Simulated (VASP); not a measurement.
# SnSe in VASP: further runs, part 2 of 2

VASP 6.6.1. The steps go on from the part before.

## 4. Single point, PBEsol+D3(BJ)

This run uses another cell than the first one, of 21.68 Å³/atom.

Input file INCAR:

```
PREC = Accurate ; ENCUT = 520
EDIFF = 1E-6 ; ISMEAR = 0
SIGMA = 0.03 ; LREAL = False
LASPH = True ; NELM = 80
ALGO = Normal ; ISIF = 2
LWAVE = False ; LCHARG = False
GGA = PS ; IVDW = 12
NBANDS = 28
```

Input file KPOINTS:

```
Automatic mesh
0
Gamma
  8 8 6
```

Input file POSCAR:

```
SnSe
1.0
    4.1533205440      0.0000000000      0.0000000000
    0.0000000000      4.1533205440      0.0000000000
    0.0000000000      0.0000000000      5.0282000000
Sn Se
2 2
Direct
    0.5000000000      0.0000000000      0.2500241371
    0.0000000000      0.5000000000      0.7499758629
    0.5000000000      0.0000000000      0.7499817524
    0.0000000000      0.5000000000      0.2500182476
```

Potentials or basis: VASP PAW PBE potentials, release 64 (Sn_d, Se).

Run with:

```sh
$ cat potpaw_PBE.64/Sn_d/POTCAR potpaw_PBE.64/Se/POTCAR > POTCAR
$ mpirun -np 1 vasp_std > vasp.out
```

OUTCAR:

```text
PREC = Accurate
   ENCUT = 520
   EDIFF = 1E-6
   ISMEAR = 0
   LREAL = False
   LASPH = True
   NELM = 80
   ISIF = 2
   GGA = PS
   IVDW = 12
 IVDW          = 12

 ion  position               nearest neighbor table
   1  0.500  0.000  0.250-   3 2.51   3 2.51   4 2.94   4 2.94   4 2.94   4 2.94
   2  0.000  0.500  0.750-   4 2.51   4 2.51   3 2.94   3 2.94   3 2.94   3 2.94
   3  0.500  0.000  0.750-   1 2.51   1 2.51   2 2.94   2 2.94   2 2.94   2 2.94
   4  0.000  0.500  0.250-   2 2.51   2 2.51   1 2.94   1 2.94   1 2.94   1 2.94

  LATTYP: Found a simple tetragonal cell.
 ALAT       =     4.1533205440
 C/A-ratio  =     1.2106457825

  Lattice vectors:

 A1 = (   4.1533205440,   0.0000000000,   0.0000000000)
 A2 = (   0.0000000000,   4.1533205440,   0.0000000000)
 A3 = (   0.0000000000,   0.0000000000,   5.0282000000)

Analysis of symmetry for initial positions (statically):
=====================================================================
 Subroutine PRICEL returns:
 Original cell was already a primitive cell.

 Routine SETGRP: Setting up the symmetry group for a
 simple tetragonal supercell.

 Subroutine GETGRP returns: Found 16 space group operations
 (whereof  8 operations were pure point group operations)
 out of a pool of 16 trial point group operations.

The static configuration has the point symmetry D_2d.
 The point group associated with its full space group is D_4h.

Analysis of symmetry for dynamics (positions and initial velocities):
=====================================================================
 Subroutine PRICEL returns:
 Original cell was already a primitive cell.

 Routine SETGRP: Setting up the symmetry group for a
 simple tetragonal supercell.

 Subroutine GETGRP returns: Found 16 space group operations
 (whereof  8 operations were pure point group operations)
 out of a pool of 16 trial point group operations.

The dynamic configuration has the point symmetry D_2d.
[... 122 lines left out ...]
   IMIX   =      4    mixing-type and parameters
     AMIX     =   0.40;   BMIX     =  1.00
     AMIX_MAG =   1.60;   BMIX_MAG =  1.00
  volume/ion in A,a.u.               =      21.68       146.33
  Fermi-wavevector in a.u.,A,eV,Ry     =   1.264815  2.390154 21.766016  1.599757
  Thomas-Fermi vector in A             =   2.398101
   LORBIT       =      0    0 simple, 1 ext, 2 COOP (PROOUT), +10 PAW based schemes
   GGA     = PS    functional components
   LHFCALC =     F    Hartree Fock is set to
   AEXX    =    0.0000 exact exchange contribution
   IVDW    =    12    specifies the selected vdW correction
   LEPSILON=     F    determine dielectric tensor
   LRPA    =     F    only Hartree local field effects (RPA)
 non-spin polarized calculation
 Gauss-broadening in eV      SIGMA  =   0.03
  energy-cutoff  :      520.00
  volume of cell :       86.74
 maximum number of plane-waves:      2356
 NGX is ok and might be reduce to    32
   NGX = 15   NGY = 15   NGZ = 19

 number of electron      39.9999993 magnetization

 Free energy of the ion-electron system (eV)
  ---------------------------------------------------
  ext. energy  EPLUGINS =         0.00000000
  ---------------------------------------------------
  free energy    TOTEN  =       -15.86783284 eV

  energy without entropy =      -15.86595863  energy(sigma->0) =      -15.86689574

 E-fermi :   8.7072     XC(G=0): -10.8300

 val. band max:        8.7071668703   @ k =   0.5000   0.0000   0.3333
 cond. band min:       8.7205479473   @ k =   0.2500   0.2500   0.3333
 fundamental gap:      0.0133810770
 Fermi energy:         8.7071862962

 k-point     1 :       0.0000    0.0000    0.0000
  band No.  band energies     occupation
      1     -13.5941      2.00000
      2     -13.4680      2.00000
      3     -13.3809      2.00000
      4     -13.3809      2.00000
      5     -13.3686      2.00000
      6     -13.3678      2.00000
[... 733 lines left out ...]
     27      16.1612      0.00000
     28      16.1612      0.00000

 [... further k-points ...]

------------------------ aborting loop because EDIFF is reached ----------------------------------------

 Edisp (eV)   -1.66715

 E8    (eV) :    -1.1206

  FORCE on cell =-STRESS in cart. coord.  units (eV):
  Direction    XX          YY          ZZ          XY          YZ          ZX
  --------------------------------------------------------------------------------------
  -------------------------------------------------------------------------------------
  Total       2.00377     2.00377    24.89345     0.00000     0.00000     0.00000
  in kB      37.01313    37.01313   459.82468     0.00000     0.00000     0.00000
  external pressure =      177.95 kB  Pullay stress =        0.00 kB

 VOLUME and BASIS-vectors are now :
 -----------------------------------------------------------------------------
  energy-cutoff  :      520.00
  volume of cell :       86.74
      direct lattice vectors                 reciprocal lattice vectors
     4.153320544  0.000000000  0.000000000     0.240771207  0.000000000  0.000000000
     0.000000000  4.153320544  0.000000000     0.000000000  0.240771207  0.000000000
     0.000000000  0.000000000  5.028200000     0.000000000  0.000000000  0.198878326

 POSITION                                       TOTAL-FORCE (eV/Angst)
 -----------------------------------------------------------------------------------
      2.07666      0.00000      1.25717        -0.000000      0.000000     -0.003484
      0.00000      2.07666      3.77103        -0.000000      0.000000      0.003484
      2.07666      0.00000      3.77106         0.000000      0.000000      0.003540
      0.00000      2.07666      1.25714        -0.000000      0.000000     -0.003540
 -----------------------------------------------------------------------------------
    total drift:                                0.000000      0.000000      0.000000

  FREE ENERGIE OF THE ION-ELECTRON SYSTEM (eV)
  ---------------------------------------------------
  free  energy   TOTEN  =       -17.5349847455 eV

  energy  without entropy=      -17.5331105297  energy(sigma->0) =      -17.53404764
```

stdout:

```text
POSCAR found type information on POSCAR SnSe
 POSCAR found :  2 types and       4 ions
 scaLAPACK will be used
 -----------------------------------------------------------------------------
|                                                                             |
|                                                                             |
|     You enforced a specific xc type in the INCAR file but a different       |
|     I HOPE YOU KNOW WHAT YOU ARE DOING!                                     |
|                                                                             |
 -----------------------------------------------------------------------------

 LDA part: xc-table for (Slater+PW92), standard interpolation
 POSCAR, INCAR and KPOINTS ok, starting setup
 FFT: planning ... GRIDC
 FFT: planning ... GRID_SOFT
 FFT: planning ... GRID
 WAVECAR not read
 entering main loop
```

Wall time 2.5 min (1 thread of Intel Xeon 8259CL, shared host); peak memory 0.28 GiB.

What came out:

| Property | Result |
| --- | --- |
| Free energy | -17.5350 eV |
| Pressure | 17.8 GPa |
| Largest force | 0.004 eV/Å |
| Band gap on the k mesh | zero (bands 20 and 21 overlap by 0.68 eV) |
| Dispersion energy per atom | -0.417 eV |

Forces in eV/Å, atoms in the order of the input:
```
Sn   0.000  0.000 -0.003
Sn   0.000  0.000  0.003
Se   0.000  0.000  0.004
Se   0.000  0.000 -0.004
```

Levels at points of the mesh, in eV from the Fermi level:
```csv
k point,band 18,band 19,band 20,band 21,band 22,band 23
"(0.00, 0.00, 0.00)",-4.44,-2.82,-2.82,1.24,3.33,3.33
"(0.50, 0.00, 0.00)",-3.80,-2.14,-2.14,1.47,1.47,1.60
"(0.50, 0.50, 0.00)",-6.02,-4.09,-4.09,2.00,2.00,4.22
"(0.00, 0.00, 0.50)",-4.44,-0.60,-0.60,2.57,2.57,3.03
"(0.50, 0.00, 0.50)",-3.02,-1.04,-1.04,-0.03,-0.03,1.75
"(0.50, 0.50, 0.50)",-6.30,0.45,0.45,2.39,2.39,4.11
```

Caveat: the stress differs along the axes, from 4 to 46 GPa; semilocal functionals underestimate gaps, and a narrow one can read as zero; the PAW data sets were made with another functional, which shifts forces and pressure a little; spin-orbit coupling is left out, which moves the levels of the heavy elements.

## 5. Single point, PBEsol+D3(BJ)

This run uses another cell than the first one, of 22.78 Å³/atom.

Input file INCAR:

```
SYSTEM = SnSe
  ALGO = Normal
  EDIFF = 1E-6
  ENCUT = 520
  GGA = PS
  ISIF = 2
  ISMEAR = 0
  IVDW = 12
  LASPH = .True.
  LCHARG = .False.
  LREAL = .False.
  LWAVE = .False.
  NBANDS = 28
  NELM = 100
  PREC = Accurate
  SIGMA = 0.03
```

Input file KPOINTS:

```
k-points
0
Gamma
  8 8 6
  0 0 0
```

POSCAR: that of step 4 with these lines changed.

```diff
@@ -2,4 +2,4 @@
 1.0
-    4.1533205440      0.0000000000      0.0000000000
-    0.0000000000      4.1533205440      0.0000000000
+    4.2571363761      0.0000000000      0.0000000000
+    0.0000000000      4.2571363761      0.0000000000
     0.0000000000      0.0000000000      5.0282000000
```

Potentials or basis: VASP PAW PBE potentials, release 64 (Sn_d, Se).

Run with:

```sh
$ cat potpaw_PBE.64/Sn_d/POTCAR potpaw_PBE.64/Se/POTCAR > POTCAR
$ mpirun -np 1 vasp_std > vasp.out
```

OUTCAR:

```text
SYSTEM = SnSe
   EDIFF = 1E-6
   ENCUT = 520
   GGA = PS
   ISIF = 2
   ISMEAR = 0
   IVDW = 12
   LASPH = .True.
   LREAL = .False.
   NELM = 100
   PREC = Accurate
 IVDW          = 12

 ion  position               nearest neighbor table
   1  0.500  0.000  0.250-   3 2.51   3 2.51   4 3.01   4 3.01   4 3.01   4 3.01
   2  0.000  0.500  0.750-   4 2.51   4 2.51   3 3.01   3 3.01   3 3.01   3 3.01
   3  0.500  0.000  0.750-   1 2.51   1 2.51   2 3.01   2 3.01   2 3.01   2 3.01
   4  0.000  0.500  0.250-   2 2.51   2 2.51   1 3.01   1 3.01   1 3.01   1 3.01

[... 951 lines left out ...]
  Direction    XX          YY          ZZ          XY          YZ          ZX
  --------------------------------------------------------------------------------------
  -------------------------------------------------------------------------------------
  Total      -0.04592    -0.04592    23.50448     0.00000     0.00000     0.00000
  in kB      -0.80735    -0.80735   413.25062     0.00000     0.00000     0.00000
  external pressure =      137.21 kB  Pullay stress =        0.00 kB

 VOLUME and BASIS-vectors are now :
 -----------------------------------------------------------------------------
  energy-cutoff  :      520.00
  volume of cell :       91.13
      direct lattice vectors                 reciprocal lattice vectors
     4.257136376  0.000000000  0.000000000     0.234899686  0.000000000  0.000000000
     0.000000000  4.257136376  0.000000000     0.000000000  0.234899686  0.000000000
     0.000000000  0.000000000  5.028200000     0.000000000  0.000000000  0.198878326

 POSITION                                       TOTAL-FORCE (eV/Angst)
 -----------------------------------------------------------------------------------
      2.12857      0.00000      1.25717         0.000000     -0.000000     -0.003589
      0.00000      2.12857      3.77103        -0.000000      0.000000      0.003589
      2.12857      0.00000      3.77106         0.000000     -0.000000      0.003668
      0.00000      2.12857      1.25714        -0.000000     -0.000000     -0.003668
 -----------------------------------------------------------------------------------
    total drift:                                0.000000      0.000000      0.000000

  FREE ENERGIE OF THE ION-ELECTRON SYSTEM (eV)
  ---------------------------------------------------
  free  energy   TOTEN  =       -17.5858700450 eV

  energy  without entropy=      -17.5846915881  energy(sigma->0) =      -17.58528082
```

stdout:

```text
POSCAR found type information on POSCAR SnSe
 POSCAR found :  2 types and       4 ions
 scaLAPACK will be used
 -----------------------------------------------------------------------------
|                                                                             |
|                                                                             |
|     You enforced a specific xc type in the INCAR file but a different       |
|     I HOPE YOU KNOW WHAT YOU ARE DOING!                                     |
|                                                                             |
 -----------------------------------------------------------------------------

 LDA part: xc-table for (Slater+PW92), standard interpolation
 POSCAR, INCAR and KPOINTS ok, starting setup
 FFT: planning ... GRIDC
 FFT: planning ... GRID_SOFT
 FFT: planning ... GRID
 WAVECAR not read
 entering main loop
```

Run time: 2.5 min. Hardware: 1 thread of Intel Xeon 8259CL, shared host; peak memory 0.28 GiB.

Results:

```yaml
Free_energy: -17.5859 eV
Pressure: 13.7 GPa
Largest_force: 0.004 eV/Å
Band_gap_on_the_k_mesh: zero (bands 20 and 21 overlap by 0.79 eV)
Dispersion_energy_per_atom: -0.397 eV
```

Forces on the atoms (eV/Å):
```
Sn   0.000  0.000 -0.004
Sn   0.000  0.000  0.004
Se   0.000  0.000  0.004
Se   0.000  0.000 -0.004
```

Stress tensor (GPa, compression positive):
```
-0.08  0.00  0.00
 0.00 -0.08  0.00
 0.00  0.00 41.33
```

Levels at points of the mesh, in eV from the Fermi level:
```csv
k point,band 16,band 17,band 18,band 19,band 20,band 21,band 22,band 23,band 24,band 25
"(0.00, 0.00, 0.00)",-5.48,-4.74,-4.58,-2.60,-2.60,1.42,3.05,3.05,4.90,4.90
"(0.50, 0.00, 0.00)",-6.29,-3.69,-3.69,-2.25,-2.25,1.40,1.40,1.67,1.67,4.76
"(0.50, 0.50, 0.00)",-6.07,-5.90,-5.90,-3.68,-3.68,2.29,2.29,3.75,3.75,5.97
"(0.00, 0.00, 0.50)",-4.19,-4.19,-4.19,-0.31,-0.31,2.77,2.77,2.96,2.97,3.17
"(0.50, 0.00, 0.50)",-3.16,-2.93,-2.93,-1.00,-1.00,0.01,0.01,1.69,1.69,2.00
"(0.50, 0.50, 0.50)",-5.88,-5.88,-5.88,0.59,0.59,2.51,2.51,3.82,3.82,3.82
```

Caveat: the stress differs along the axes, from -0 to 41 GPa; semilocal functionals underestimate gaps, and a narrow one can read as zero; the PAW data sets were made with another functional, which shifts forces and pressure a little; spin-orbit coupling is left out, which moves the levels of the heavy elements.

## 6. The runs side by side

```tsv
cell	gap on the mesh (eV)	pressure (GPa)
a = 3.946, b = 3.946, c = 5.028 Å, 4 atoms	none	29.7
a = 4.049, b = 4.049, c = 5.028 Å, 4 atoms	none	23.0
a = 4.153, b = 4.153, c = 5.028 Å, 4 atoms	none	17.8
a = 4.257, b = 4.257, c = 5.028 Å, 4 atoms	none	13.7
```

Alike in all rows: task single point; level PBEsol+D3(BJ); potentials or basis VASP PAW PBE potentials, release 64 (Sn_d, Se); no spin polarisation; k mesh 8 × 8 × 6; cutoff (eV) 520; smearing gaussian 0.03 eV.

Caveats: semilocal functionals underestimate gaps, and a narrow one can read as zero; the PAW data sets were made with another functional, which shifts forces and pressure a little; spin-orbit coupling is left out, which moves the levels of the heavy elements; the stress differs along the axes, from 16 to 57 GPa (at least some runs); the stress differs along the axes, from 9 to 51 GPa (at least some runs); the stress differs along the axes, from 4 to 46 GPa (at least some runs); the stress differs along the axes, from -0 to 41 GPa (at least some runs).

Absolute energies hang on the potentials; compare differences alone.

The gap in the log of VASP goes by the Fermi energy; the results here count the filled bands.